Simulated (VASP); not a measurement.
# GaSb (F-43m) in VASP: further runs, part 2 of 2

VASP 6.6.1. Earlier steps stand in the parts before.

### Step 3. Relaxation of cell and atoms, LDA, target pressure 3 GPa, at which the enthalpy is minimised

This run uses another cell than the first one, of 27.68 Å³/atom, 0.980 times its volume.

The input, INCAR:

```
PREC = Accurate
ENCUT = 600
EDIFF = 1E-7
ISMEAR = -1
SIGMA = 0.15
LREAL = False
LASPH = True
NELM = 60
ALGO = Normal
ISIF = 3
LWAVE = False
LCHARG = False
GGA = CA
IBRION = 2
NSW = 80
EDIFFG = -0.001
PSTRESS = 30.0
```

The input, KPOINTS:

```
Automatic mesh
0
Gamma
  12 12 12
```

The input, POSCAR:

```
GaSb
1.0
    0.0000000000      3.0250672298      3.0250672298
    3.0250672298      0.0000000000      3.0250672298
    3.0250672298      3.0250672298      0.0000000000
Ga Sb
1 1
Direct
    0.0000000000      0.0000000000      0.0000000000
    0.7500000000      0.7500000000      0.7500000000
```

Potentials or basis: VASP PAW LDA potentials, release 64 (Ga_d, Sb).

Started as:

```
> cat potpaw_LDA.64/Ga_d/POTCAR potpaw_LDA.64/Sb/POTCAR > POTCAR
> mpirun -np 1 vasp_std > vasp.out
```

OUTCAR:

```text
PREC = Accurate
   ENCUT = 600
   EDIFF = 1E-7
   ISMEAR = -1
   LREAL = False
   LASPH = True
   NELM = 60
   ISIF = 3
   GGA = CA
   IBRION = 2
   NSW = 80
   EDIFFG = -0.001
   PSTRESS = 30.0

 ion  position               nearest neighbor table
   1  0.000  0.000  0.000-   2 2.62   2 2.62   2 2.62   2 2.62
   2  0.750  0.750  0.750-   1 2.62   1 2.62   1 2.62   1 2.62

  LATTYP: Found a face centered cubic cell.
 ALAT       =     6.0501344596

  Lattice vectors:

 A1 = (   0.0000000000,   3.0250672298,   3.0250672298)
 A2 = (   3.0250672298,   0.0000000000,   3.0250672298)
 A3 = (   3.0250672298,   3.0250672298,   0.0000000000)

Analysis of symmetry for initial positions (statically):
=====================================================================
 Subroutine PRICEL returns:
 Original cell was already a primitive cell.

 Routine SETGRP: Setting up the symmetry group for a
 face centered cubic supercell.

 Subroutine GETGRP returns: Found 24 space group operations
 (whereof 24 operations were pure point group operations)
 out of a pool of 48 trial point group operations.

The static configuration has the point symmetry T_d .

Analysis of symmetry for dynamics (positions and initial velocities):
=====================================================================
 Subroutine PRICEL returns:
 Original cell was already a primitive cell.

 Routine SETGRP: Setting up the symmetry group for a
 face centered cubic supercell.

 Subroutine GETGRP returns: Found 24 space group operations
 (whereof 24 operations were pure point group operations)
 out of a pool of 48 trial point group operations.

The dynamic configuration has the point symmetry T_d .

 Subroutine INISYM returns: Found 24 space group operations
 (whereof 24 operations are pure point group operations),
 and found     1 'primitive' translations

----------------------------------------------------------------------------------------

                                     Primitive cell

  volume of cell :      55.3650

  direct lattice vectors                    reciprocal lattice vectors
     0.000000000  3.025067230  3.025067230    -0.165285583  0.165285583  0.165285583
     3.025067230  0.000000000  3.025067230     0.165285583 -0.165285583  0.165285583
     3.025067230  3.025067230  0.000000000     0.165285583  0.165285583 -0.165285583

  length of vectors
     4.278091103  4.278091103  4.278091103     0.286283027  0.286283027  0.286283027

  position of ions in fractional coordinates (direct lattice)
     0.000000000  0.000000000  0.000000000
     0.750000000  0.750000000  0.750000000

  ion indices of the primitive-cell ions
   primitive index   ion index
                 1           1
                 2           2

----------------------------------------------------------------------------------------

 KPOINTS: Automatic mesh

Automatic generation of k-mesh.
 Grid dimensions read from file:
 generate k-points for:   12   12   12

 Generating k-lattice:

  Cartesian coordinates                     Fractional coordinates (reciprocal lattice)
    -0.013773799  0.013773799  0.013773799     0.083333333  0.000000000  0.000000000
[... 49 lines left out ...]
 SYSTEM =  unknown system
   PREC   = accura    normal or accurate (medium, high low for compatibility)
   ISTART =      0    job   : 0-new  1-cont  2-samecut
   ICHARG =      2    charge: 1-file 2-atom 10-const
   ISPIN  =      1    spin polarized calculation?
   LNONCOLLINEAR =      F non collinear calculations
   LSORBIT =      F    spin-orbit coupling
   LASPH  =      T    aspherical Exc in radial PAW
   ENCUT  =  600.0 eV  44.10 Ry    6.64 a.u.   8.54  8.54  8.54*2*pi/ulx,y,z
   NELM   =     60;   NELMIN=  2; NELMDL= -5     # of ELM steps
   EDIFF  = 0.1E-06   stopping-criterion for ELM
   LREAL  =      F    real-space projection
   EDIFFG = -.1E-02   stopping-criterion for IOM
   NSW    =     80    number of steps for IOM
   IBRION =      2    ionic relax: 0-MD 1-quasi-New 2-CG
   NFREE  =      1    steps in history (QN), initial steepest desc. (CG)
   ISIF   =      3    stress and relaxation
   ISYM   =      2    0-nonsym 1-usesym 2-fastsym
   POTIM  = 0.5000    time-step for ionic-motion
   TEBEG  =    0.0;   TEEND  =   0.0 temperature during run
   PSTRESS=   30.0 pullay stress
   NELECT =      18.0000    total number of electrons
   NUPDOWN=      -1.0000    fix difference up-down
   EMIN   =  10.00;   EMAX   =-10.00  energy-range for DOS
   EFERMI =   0.00;   METHOD = LEGACY
   ISMEAR =    -1;   SIGMA  =   0.15  broadening in eV -4-tet -1-fermi 0-gaus
   EFERMI_NEDOS =   21; number of points for ismear=-14 and -15
   IALGO  =     38    algorithm
   IMIX   =      4    mixing-type and parameters
     AMIX     =   0.40;   BMIX     =  1.00
     AMIX_MAG =   1.60;   BMIX_MAG =  1.00
  volume/ion in A,a.u.               =      27.68       186.81
  Fermi-wavevector in a.u.,A,eV,Ry     =   1.125695  2.127255 17.241148  1.267189
  Thomas-Fermi vector in A             =   2.262373
   LORBIT       =      0    0 simple, 1 ext, 2 COOP (PROOUT), +10 PAW based schemes
   GGA     = CA    functional components
   LHFCALC =     F    Hartree Fock is set to
   AEXX    =    0.0000 exact exchange contribution
   IVDW    =     0    specifies the selected vdW correction
   LEPSILON=     F    determine dielectric tensor
   LRPA    =     F    only Hartree local field effects (RPA)
 conjugate gradient relaxation of ions
 non-spin polarized calculation
  energy-cutoff  :      600.00
  volume of cell :       55.36
 maximum number of plane-waves:      1873
 NGX is ok and might be reduce to    36
   NGX = 17   NGY = 17   NGZ = 17

--------------------------------------- Ionic step        1  -------------------------------------------

 number of electron      18.0000004 magnetization

 Free energy of the ion-electron system (eV)
  ---------------------------------------------------
  ext. energy  EPLUGINS =         0.00000000
  ---------------------------------------------------
  free energy    TOTEN  =        -8.67562255 eV

  energy without entropy =       -8.66929548  energy(sigma->0) =       -8.67245901

------------------------ aborting loop because EDIFF is reached ----------------------------------------

  FORCE on cell =-STRESS in cart. coord.  units (eV):
  Direction    XX          YY          ZZ          XY          YZ          ZX
  --------------------------------------------------------------------------------------
  -------------------------------------------------------------------------------------
  Total        0.0606251      0.0606251      0.0606251     -0.0000000     -0.0000000     -0.0000000
  in kB        1.7543984      1.7543984      1.7543984     -0.0000000     -0.0000000     -0.0000000
  external PRESSURE =     -28.2456016 kB  Pullay stress =      30.0000000 kB
[... 253 lines left out ...]
--------------------------------------- Ionic step        8  -------------------------------------------

 number of electron      17.9999998 magnetization

 Free energy of the ion-electron system (eV)
  ---------------------------------------------------
  ext. energy  EPLUGINS =         0.00000000
  ---------------------------------------------------
  free energy    TOTEN  =        -8.65236771 eV

  energy without entropy =       -8.64692024  energy(sigma->0) =       -8.64964397

 E-fermi :   5.7445     XC(G=0):  -9.7373

 val. band max:        5.5201376482   @ k =   0.0000   0.0000   0.0000
 cond. band min:       5.9688012926   @ k =   0.0000   0.0000   0.0000
 fundamental gap:      0.4486636444
 Fermi energy:         5.7445420415

 k-point     1 :       0.0000    0.0000    0.0000
  band No.  band energies     occupation
      1      -9.7967      2.00000
      2      -9.7967      2.00000
      3      -9.7967      2.00000
      4      -9.7341      2.00000
      5      -9.7341      2.00000
      6      -6.5674      2.00000
      7       5.5201      1.63396
      8       5.5201      1.63396
      9       5.5201      1.63396
     10       5.9688      0.36633
     11       8.2447      0.00000
     12       8.2447      0.00000
     13       8.2447      0.00000
[... 354 lines left out ...]
  band No.  band energies     occupation
      1      -9.8379      2.00000
      2      -9.7799      2.00000
      3      -9.7785      2.00000
      4      -9.7366      2.00000
      5      -9.7346      2.00000
      6      -4.5249      2.00000
      7      -1.1730      2.00000
      8       2.4958      2.00000
      9       3.8813      1.99999
     10       7.2605      0.00008
     11       9.2782      0.00000
     12      10.1087      0.00000
     13      12.5743      0.00000

 [... further k-points ...]

------------------------ aborting loop because EDIFF is reached ----------------------------------------

  FORCE on cell =-STRESS in cart. coord.  units (eV):
  Direction    XX          YY          ZZ          XY          YZ          ZX
  --------------------------------------------------------------------------------------
  -------------------------------------------------------------------------------------
  Total        0.9913983      0.9913983      0.9913983      0.0000000      0.0000000     -0.0000000
  in kB       30.0045782     30.0045782     30.0045782      0.0000000      0.0000000     -0.0000000
  external PRESSURE =       0.0045782 kB  Pullay stress =      30.0000000 kB
[... 21 lines left out ...]
  energy  without entropy=       -8.6469202356  energy(sigma->0) =       -8.64964397

  enthalpy is  TOTEN    =        -7.6611206644 eV   P V=        0.9912470425

 reached required accuracy - stopping structural energy minimisation
```

CONTCAR:

```text
GaSb
   1.00000000000000
    -0.0000000000000000    2.9802114494085545    2.9802114494085545
     2.9802114494085545   -0.0000000000000000    2.9802114494085545
     2.9802114494085545    2.9802114494085545    0.0000000000000000
  Ga              Sb
     1     1
Direct
     0.0000000000000000    0.0000000000000000    0.0000000000000000
     0.7500000000000000    0.7500000000000000    0.7500000000000000

  0.00000000E+00  0.00000000E+00  0.00000000E+00
  0.00000000E+00  0.00000000E+00  0.00000000E+00
```

It took 1.9 min on 1 thread of Intel Xeon 6975P-C (Granite Rapids), shared host; peak memory 0.22 GiB.

What came out:

```
Free energy                                            : -8.6524 eV
Relaxed volume                                         : 26.47 Å³/atom
Relaxed cell                                           : a = 4.215 Å, b = 4.215 Å, c = 4.215 Å, α = 60.00°, β = 60.00°, γ = 60.00°
Space group after relaxing (to 0.05 Å)                 : F-43m (No. 216)
Energy change on relaxing (the enthalpy is what falls) : +11.6 meV/atom
Ionic steps                                            : 8
Pressure after relaxing                                : 3.0 GPa
Band gap on the k mesh                                 : 0.45 eV, direct
```

Step by step:
```tsv
step	energy change (eV)	largest force (eV/Å)	pressure (GPa)	volume (Å³)
1	0.0000	0.0000	0.18	55.36
2	0.0576	0.0000	4.96	51.55
3	0.0232	0.0000	2.99	52.94
4	0.0241	0.0000	3.05	52.90
5	0.0229	0.0000	2.97	52.96
6	0.0233	0.0000	3.01	52.94
7	0.0232	0.0000	2.98	52.94
8	0.0233	0.0000	3.00	52.94
```

Final structure:
```cif
data_structure
_symmetry_space_group_name_H-M 'P 1'
_symmetry_Int_Tables_number 1
_cell_length_a 4.2147
_cell_length_b 4.2147
_cell_length_c 4.2147
_cell_angle_alpha 60.000
_cell_angle_beta 60.000
_cell_angle_gamma 60.000
_cell_volume 52.94
loop_
_atom_site_label
_atom_site_type_symbol
_atom_site_fract_x
_atom_site_fract_y
_atom_site_fract_z
_atom_site_occupancy
Ga1 Ga 0.00000 0.00000 0.00000 1
Sb1 Sb 0.75000 0.75000 0.75000 1
```

Caveat: the cell is relaxed towards a set pressure, so the enthalpy falls and the energy may rise; spin-orbit coupling is left out, which moves the levels of the heavy elements.
